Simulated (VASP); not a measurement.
# ScSi2 (P6/mmm) in VASP: further runs

Runs on ScSi2. Level: PBE. Tasks: single point.

All numbers are computed with VASP 6.6.1; they aren't measurements. Logs are shortened: lines on timing, memory, paths and dates and some standing lists are left out, and cuts for length are marked.

## 1. The cell of the first run

Symmetry: P6/mmm, No. 191, hexagonal system. The conventional cell has a = 4.041 Å, b = 4.041 Å, c = 3.620 Å, α = 90.00°, β = 90.00°, γ = 120.00°. Within 4.1 Å of Sc (site symmetry 6/mmm) lie 12 Si at 2.95 Å and 8 Sc at 3.62 to 4.04 Å. Si (site symmetry -6m2) has 3 Si at 2.33 Å and 6 Sc at 2.95 Å within 3.1 Å.

## 2. Single point, PBE

File INCAR:

```
PREC = Accurate
ENCUT = 520
EDIFF = 1E-7
ISMEAR = 0
SIGMA = 0.05
LREAL = F
LASPH = T
NELM = 100
ALGO = Normal
ISIF = 2
LWAVE = F
LCHARG = F
GGA = PE
NBANDS = 16
```

File KPOINTS:

```
regular mesh
0
Gamma
  10 10 8
```

File POSCAR:

```
ScSi2
1.0
    4.0408601708      0.0000000000      0.0000000000
   -2.0204300854      3.4994875610      0.0000000000
    0.0000000000      0.0000000000      3.6202043820
Sc Si
1 2
Direct
    0.0000000000      0.0000000000      0.0000000000
    0.3333333333      0.6666666667      0.5000000000
    0.6666666667      0.3333333333      0.5000000000
```

Potentials or basis: VASP PAW PBE potentials, release 64 (Sc_sv, Si).

The run is started by

```console
> cat potpaw_PBE.64/Sc_sv/POTCAR potpaw_PBE.64/Si/POTCAR > POTCAR
> mpirun -np 1 vasp_std > vasp.out
```

OUTCAR:

```text
PREC = Accurate
   ENCUT = 520
   EDIFF = 1E-7
   ISMEAR = 0
   LREAL = F
   LASPH = T
   NELM = 100
   ISIF = 2
   GGA = PE

 ion  position               nearest neighbor table
   1  0.000  0.000  0.000-   2 2.95   3 2.95   2 2.95   3 2.95   2 2.95   2 2.95   3 2.95   3 2.95
                             3 2.95   3 2.95   2 2.95   2 2.95
   2  0.333  0.667  0.500-   3 2.33   3 2.33   3 2.33   1 2.95   1 2.95   1 2.95   1 2.95   1 2.95
                             1 2.95
   3  0.667  0.333  0.500-   2 2.33   2 2.33   2 2.33   1 2.95   1 2.95   1 2.95   1 2.95   1 2.95
                             1 2.95

  LATTYP: Found a hexagonal cell.
 ALAT       =     4.0408601708
 C/A-ratio  =     0.8958994444

  Lattice vectors:

 A1 = (   4.0408601708,   0.0000000000,   0.0000000000)
 A2 = (  -2.0204300854,   3.4994875610,   0.0000000000)
 A3 = (   0.0000000000,   0.0000000000,   3.6202043820)

Analysis of symmetry for initial positions (statically):
=====================================================================
 Subroutine PRICEL returns:
 Original cell was already a primitive cell.

 Routine SETGRP: Setting up the symmetry group for a
 hexagonal supercell.

 Subroutine GETGRP returns: Found 24 space group operations
 (whereof 24 operations were pure point group operations)
 out of a pool of 24 trial point group operations.

The static configuration has the point symmetry D_6h.

Analysis of symmetry for dynamics (positions and initial velocities):
=====================================================================
 Subroutine PRICEL returns:
 Original cell was already a primitive cell.

 Routine SETGRP: Setting up the symmetry group for a
 hexagonal supercell.

 Subroutine GETGRP returns: Found 24 space group operations
 (whereof 24 operations were pure point group operations)
 out of a pool of 24 trial point group operations.

The dynamic configuration has the point symmetry D_6h.

 Subroutine INISYM returns: Found 24 space group operations
 (whereof 24 operations are pure point group operations),
 and found     1 'primitive' translations

----------------------------------------------------------------------------------------

                                     Primitive cell

  volume of cell :      51.1931

  direct lattice vectors                    reciprocal lattice vectors
     4.040860171  0.000000000  0.000000000     0.247472062  0.142878062  0.000000000
    -2.020430085  3.499487561  0.000000000     0.000000000  0.285756124  0.000000000
     0.000000000  0.000000000  3.620204382     0.000000000  0.000000000  0.276227498

  length of vectors
     4.040860171  4.040860171  3.620204382     0.285756124  0.285756124  0.276227498

  position of ions in fractional coordinates (direct lattice)
     0.000000000  0.000000000  0.000000000
     0.333333333  0.666666667  0.500000000
     0.666666667  0.333333333  0.500000000

  ion indices of the primitive-cell ions
   primitive index   ion index
                 1           1
                 2           2
                 3           3

----------------------------------------------------------------------------------------

 KPOINTS: regular mesh

Automatic generation of k-mesh.
 Grid dimensions read from file:
 generate k-points for:   10   10    8

 Generating k-lattice:

  Cartesian coordinates                     Fractional coordinates (reciprocal lattice)
     0.024747206  0.014287806  0.000000000     0.100000000  0.000000000  0.000000000
     0.000000000  0.028575612  0.000000000     0.000000000  0.100000000  0.000000000
     0.000000000  0.000000000  0.034528437     0.000000000  0.000000000  0.125000000

  Length of vectors
     0.028575612  0.028575612  0.034528437

  Shift w.r.t. Gamma in fractional coordinates (k-lattice)
     0.000000000  0.000000000  0.000000000

 Subroutine IBZKPT returns following result:
 ===========================================

 Found     70 irreducible k-points:

 Following reciprocal coordinates:
            Coordinates               Weight
  0.000000  0.000000  0.000000      1.000000
  0.100000 -0.000000  0.000000      6.000000
  0.200000 -0.000000  0.000000      6.000000
  0.300000 -0.000000  0.000000      6.000000
  0.400000  0.000000  0.000000      6.000000
  0.500000 -0.000000  0.000000      3.000000
[... 16 lines left out ...]
  0.300000  0.100000  0.125000     24.000000
  0.400000  0.100000  0.125000     24.000000
 [... further k-points ...]
   k-points           NKPTS =     70   k-points in BZ     NKDIM =     70   number of bands    NBANDS=     16
   number of dos      NEDOS =    301   number of ions     NIONS =      3
   total plane-waves  NPLWV =  25200
   dimension x,y,z NGX =    30 NGY =   30 NGZ =   28
   dimension x,y,z NGXF=    60 NGYF=   60 NGZF=   56
   ions per type =               1   2
   NGX,Y,Z   is equivalent  to a cutoff of  12.34, 12.34, 12.86 a.u.
   NGXF,Y,Z  is equivalent  to a cutoff of  24.68, 24.68, 25.72 a.u.
 SYSTEM =  unknown system
   PREC   = accura    normal or accurate (medium, high low for compatibility)
   ISTART =      0    job   : 0-new  1-cont  2-samecut
   ICHARG =      2    charge: 1-file 2-atom 10-const
   ISPIN  =      1    spin polarized calculation?
   LNONCOLLINEAR =      F non collinear calculations
   LSORBIT =      F    spin-orbit coupling
   LASPH  =      T    aspherical Exc in radial PAW
   ENCUT  =  520.0 eV  38.22 Ry    6.18 a.u.   7.51  7.51  6.73*2*pi/ulx,y,z
   NELM   =    100;   NELMIN=  2; NELMDL= -5     # of ELM steps
   EDIFF  = 0.1E-06   stopping-criterion for ELM
   LREAL  =      F    real-space projection
   EDIFFG = 0.1E-05   stopping-criterion for IOM
   NSW    =      0    number of steps for IOM
   IBRION =     -1    ionic relax: 0-MD 1-quasi-New 2-CG
   NFREE  =      0    steps in history (QN), initial steepest desc. (CG)
   ISIF   =      2    stress and relaxation
   ISYM   =      2    0-nonsym 1-usesym 2-fastsym
   POTIM  = 0.5000    time-step for ionic-motion
   TEBEG  =    0.0;   TEEND  =   0.0 temperature during run
   PSTRESS=    0.0 pullay stress
   NELECT =      19.0000    total number of electrons
   NUPDOWN=      -1.0000    fix difference up-down
   EMIN   =  10.00;   EMAX   =-10.00  energy-range for DOS
   EFERMI =   0.00;   METHOD = LEGACY
   ISMEAR =     0;   SIGMA  =   0.05  broadening in eV -4-tet -1-fermi 0-gaus
   EFERMI_NEDOS =   21; number of points for ismear=-14 and -15
   IALGO  =     38    algorithm
   IMIX   =      4    mixing-type and parameters
     AMIX     =   0.40;   BMIX     =  1.00
     AMIX_MAG =   1.60;   BMIX_MAG =  1.00
  volume/ion in A,a.u.               =      17.06       115.16
  Fermi-wavevector in a.u.,A,eV,Ry     =   1.176492  2.223247 18.832273  1.384133
  Thomas-Fermi vector in A             =   2.312855
   LORBIT       =      0    0 simple, 1 ext, 2 COOP (PROOUT), +10 PAW based schemes
   GGA     = PE    functional components
   LHFCALC =     F    Hartree Fock is set to
   AEXX    =    0.0000 exact exchange contribution
   IVDW    =     0    specifies the selected vdW correction
   LEPSILON=     F    determine dielectric tensor
   LRPA    =     F    only Hartree local field effects (RPA)
 non-spin polarized calculation
 Gauss-broadening in eV      SIGMA  =   0.05
  energy-cutoff  :      520.00
  volume of cell :       51.19
 maximum number of plane-waves:      1396
   NGX = 15   NGY = 15   NGZ = 13

 number of electron      18.9999998 magnetization

 Free energy of the ion-electron system (eV)
  ---------------------------------------------------
  ext. energy  EPLUGINS =         0.00000000
  ---------------------------------------------------
  free energy    TOTEN  =       -18.21370896 eV

  energy without entropy =      -18.21099183  energy(sigma->0) =      -18.21235040

 E-fermi :   7.7748     XC(G=0): -10.7326

 val. band max:        7.7688763209   @ k =   0.1000   0.1000   0.5000
 cond. band min:       7.7915052307   @ k =   0.0000   0.0000   0.1250
 fundamental gap:      0.0226289098
 Fermi energy:         7.7747979498

 k-point     1 :       0.0000    0.0000    0.0000
  band No.  band energies     occupation
      1     -42.0544      2.00000
      2     -20.7118      2.00000
      3     -20.7118      2.00000
      4     -20.6376      2.00000
      5      -4.7212      2.00000
      6       4.1736      2.00000
[... 8 lines left out ...]
     15      10.7208      0.00000
     16      10.7208      0.00000

 k-point     2 :       0.1000   -0.0000    0.0000
  band No.  band energies     occupation
      1     -42.0541      2.00000
      2     -20.7163      2.00000
      3     -20.7128      2.00000
      4     -20.6371      2.00000
      5      -4.6031      2.00000
      6       3.3597      2.00000
[... 8 lines left out ...]
     15      10.8121      0.00000
     16      10.9451      0.00000

 k-point     3 :       0.2000   -0.0000    0.0000
  band No.  band energies     occupation
      1     -42.0535      2.00000
      2     -20.7279      2.00000
      3     -20.7155      2.00000
      4     -20.6357      2.00000
      5      -4.2542      2.00000
      6       2.0073      2.00000
[... 8 lines left out ...]
     15      10.8609      0.00000
     16      11.6127      0.00000

 k-point     4 :       0.3000   -0.0000    0.0000
  band No.  band energies     occupation
      1     -42.0527      2.00000
      2     -20.7422      2.00000
      3     -20.7189      2.00000
      4     -20.6340      2.00000
      5      -3.6928      2.00000
      6       0.6652      2.00000
[... 8 lines left out ...]
     15      11.4699      0.00000
     16      12.3757      0.00000

 k-point     5 :       0.4000    0.0000    0.0000
  band No.  band energies     occupation
      1     -42.0520      2.00000
      2     -20.7537      2.00000
      3     -20.7216      2.00000
      4     -20.6325      2.00000
      5      -2.9694      2.00000
      6      -0.5386      2.00000
[... 8 lines left out ...]
     15      11.8640      0.00000
     16      12.5748      0.00000

 k-point     6 :       0.5000   -0.0000    0.0000
  band No.  band energies     occupation
      1     -42.0517      2.00000
      2     -20.7581      2.00000
      3     -20.7226      2.00000
      4     -20.6320      2.00000
      5      -2.4251      2.00000
      6      -1.2443      2.00000
[... 8 lines left out ...]
     15      11.3768      0.00000
     16      12.7598      0.00000

 k-point     7 :       0.1000    0.1000    0.0000
  band No.  band energies     occupation
      1     -42.0537      2.00000
      2     -20.7240      2.00000
      3     -20.7150      2.00000
      4     -20.6362      2.00000
      5      -4.3695      2.00000
      6       2.4247      2.00000
[... 8 lines left out ...]
     15      10.9746      0.00000
     16      11.2643      0.00000

 k-point     8 :       0.2000    0.1000    0.0000
  band No.  band energies     occupation
      1     -42.0529      2.00000
      2     -20.7362      2.00000
      3     -20.7188      2.00000
      4     -20.6346      2.00000
      5      -3.9138      2.00000
      6       1.2305      2.00000
[... 8 lines left out ...]
     15      11.0250      0.00000
     16      12.2017      0.00000

 k-point     9 :       0.3000    0.1000    0.0000
  band No.  band energies     occupation
      1     -42.0522      2.00000
      2     -20.7482      2.00000
      3     -20.7227      2.00000
      4     -20.6330      2.00000
      5      -3.2648      2.00000
      6       0.0273      2.00000
[... 8 lines left out ...]
     15      11.9482      0.00000
     16      12.3493      0.00000
[... 172 lines left out ...]
 k-point    19 :       0.4000    0.0000    0.1250
  band No.  band energies     occupation
      1     -42.0511      2.00000
      2     -20.7515      2.00000
      3     -20.7200      2.00000
      4     -20.6459      2.00000
      5      -2.8796      2.00000
      6      -0.4274      2.00000
[... 8 lines left out ...]
     15      11.5650      0.00000
     16      13.4074      0.00000

 k-point    20 :       0.5000   -0.0000    0.1250
  band No.  band energies     occupation
      1     -42.0509      2.00000
      2     -20.7558      2.00000
      3     -20.7210      2.00000
      4     -20.6452      2.00000
      5      -2.3649      2.00000
      6      -1.1071      2.00000
[... 8 lines left out ...]
     15      11.4826      0.00000
     16      13.4483      0.00000

 k-point    21 :       0.1000    0.1000    0.1250
  band No.  band energies     occupation
      1     -42.0528      2.00000
      2     -20.7223      2.00000
      3     -20.7135      2.00000
      4     -20.6501      2.00000
      5      -4.2421      2.00000
      6       2.5313      2.00000
[... 8 lines left out ...]
     15      10.6152      0.00000
     16      10.8018      0.00000

 k-point    22 :       0.2000    0.1000    0.1250
  band No.  band energies     occupation
      1     -42.0521      2.00000
      2     -20.7343      2.00000
      3     -20.7173      2.00000
      4     -20.6482      2.00000
      5      -3.7972      2.00000
      6       1.3285      2.00000
[... 8 lines left out ...]
     15      11.0724      0.00000
     16      11.4267      0.00000

 k-point    23 :       0.3000    0.1000    0.1250
  band No.  band energies     occupation
      1     -42.0513      2.00000
      2     -20.7461      2.00000
      3     -20.7211      2.00000
      4     -20.6464      2.00000
      5      -3.1646      2.00000
      6       0.1259      2.00000
[... 8 lines left out ...]
     15      11.7161      0.00000
     16      12.2443      0.00000

 k-point    24 :       0.4000    0.1000    0.1250
  band No.  band energies     occupation
      1     -42.0509      2.00000
      2     -20.7534      2.00000
      3     -20.7234      2.00000
      4     -20.6452      2.00000
      5      -2.4593      2.00000
      6      -0.8783      2.00000
[... 8 lines left out ...]
     15      11.6522      0.00000
     16      13.2709      0.00000

 [... further k-points ...]
[... 5 lines left out ...]
  --------------------------------------------------------------------------------------
  -------------------------------------------------------------------------------------
  Total        0.0014634      0.0014634      0.0441215     -0.0000000      0.0000000     -0.0000000
  in kB        0.0458001      0.0458001      1.3808586     -0.0000000      0.0000000     -0.0000000
  external PRESSURE =       0.4908196 kB  Pullay stress =       0.0000000 kB

 VOLUME and BASIS-vectors are now :
 -----------------------------------------------------------------------------
  energy-cutoff  :      520.00
  volume of cell :       51.19
      direct lattice vectors                 reciprocal lattice vectors
     4.040860171  0.000000000  0.000000000     0.247472062  0.142878062  0.000000000
    -2.020430085  3.499487561  0.000000000     0.000000000  0.285756124  0.000000000
     0.000000000  0.000000000  3.620204382     0.000000000  0.000000000  0.276227498

 POSITION                                       TOTAL-FORCE (eV/Angst)
 -----------------------------------------------------------------------------------
      0.00000      0.00000      0.00000         0.000000      0.000000      0.000000
     -0.00000      2.33299      1.81010        -0.000000      0.000000      0.000000
      2.02043      1.16650      1.81010         0.000000     -0.000000     -0.000000
 -----------------------------------------------------------------------------------
    total drift:                                0.000000     -0.000000      0.000000

  FREE ENERGIE OF THE ION-ELECTRON SYSTEM (eV)
  ---------------------------------------------------
  free  energy   TOTEN  =       -18.2137089583 eV

  energy  without entropy=      -18.2109918345  energy(sigma->0) =      -18.21235040
```

Wall time 92 s (1 thread of Intel Xeon 8259CL, shared host); peak memory 0.2 GiB.

What came out:

* Free energy: -18.2137 eV
* Pressure: 0.0 GPa
* Band gap on the k mesh: zero (an odd number of electrons rules out a gap without spin polarisation)

Levels at points of the mesh, in eV from the Fermi level:
| k point | band 7 | band 8 | band 9 | band 10 | band 11 | band 12 |
| --- | --- | --- | --- | --- | --- | --- |
| (0.00, 0.00, 0.00) | -3.60 | -1.56 | -1.25 | -1.12 | 0.67 | 0.67 |
| (0.50, 0.00, 0.00) | -4.26 | -2.73 | -1.58 | 1.20 | 1.60 | 1.77 |
| (0.00, 0.00, 0.50) | -2.38 | -2.38 | -1.34 | -1.34 | 0.21 | 0.21 |
| (0.50, 0.00, 0.50) | -4.45 | -4.06 | -3.51 | -0.42 | 2.04 | 2.27 |

## 3. Single point, PBE (16.11 Å³/atom)

This run uses another cell than the first one, of 16.11 Å³/atom.

File INCAR:

```
PREC     = Accurate       # precision mode
ENCUT    = 520            # plane-wave cutoff, eV
EDIFF    = 1E-6           # SCF threshold, eV
ISMEAR   = 0              # smearing method
SIGMA    = 0.05           # smearing width, eV
LREAL    = False          # projectors in reciprocal space
LASPH    = True           # aspherical terms in the spheres
NELM     = 100            # most SCF steps
ALGO     = Normal         # electronic algorithm
ISIF     = 2              # what is computed and relaxed
LWAVE    = False          # write WAVECAR
LCHARG   = False          # write CHGCAR
GGA      = PE             # functional
NBANDS   = 16             # bands
```

File KPOINTS:

```
Automatic mesh
0
Gamma
  10 10 10
```

File POSCAR:

```
ScSi2
1.0
    3.9836871776      0.0000000000      0.0000000000
   -1.9918435888      3.4499742965      0.0000000000
    0.0000000000      0.0000000000      3.5174939172
Sc Si
1 2
Direct
    0.0000000000      0.0000000000      0.0000000000
    0.3333333333      0.6666666667      0.5000000000
    0.6666666667      0.3333333333      0.5000000000
```

Potentials or basis: VASP PAW PBE potentials, release 64 (Sc_sv, Si).

The run is started by

```console
> cat potpaw_PBE.64/Sc_sv/POTCAR potpaw_PBE.64/Si/POTCAR > POTCAR
> mpirun -np 1 vasp_std > vasp.out
```

Run time: 1.9 min. Hardware: 1 thread of Intel Xeon 8259CL, shared host; peak memory 0.21 GiB.

It converged, with:

- Free energy: -18.1679 eV
- Pressure: 5.6 GPa
- Band gap on the k mesh: zero (an odd number of electrons rules out a gap without spin polarisation)

Stress tensor (GPa, compression positive):
```
5.57 0.00 0.00
0.00 5.57 0.00
0.00 0.00 5.74
```

Levels at points of the mesh, in eV from the Fermi level:
```
           k point  band 7  band 8  band 9  band 10  band 11  band 12
(0.00, 0.00, 0.00)   -3.77   -1.36   -1.21    -1.11     0.67     0.67
(0.50, 0.00, 0.00)   -4.37   -2.85   -1.49     1.34     1.69     1.98
(0.00, 0.00, 0.50)   -2.40   -2.40   -1.46    -1.46     0.18     0.18
(0.50, 0.00, 0.50)   -4.60   -4.21   -3.70    -0.28     2.20     2.43
```

Caveat: the cell stands under pressure.

(Continued in part 2 of 2.)

The gap in the log of VASP goes by the Fermi energy; the results here count the filled bands.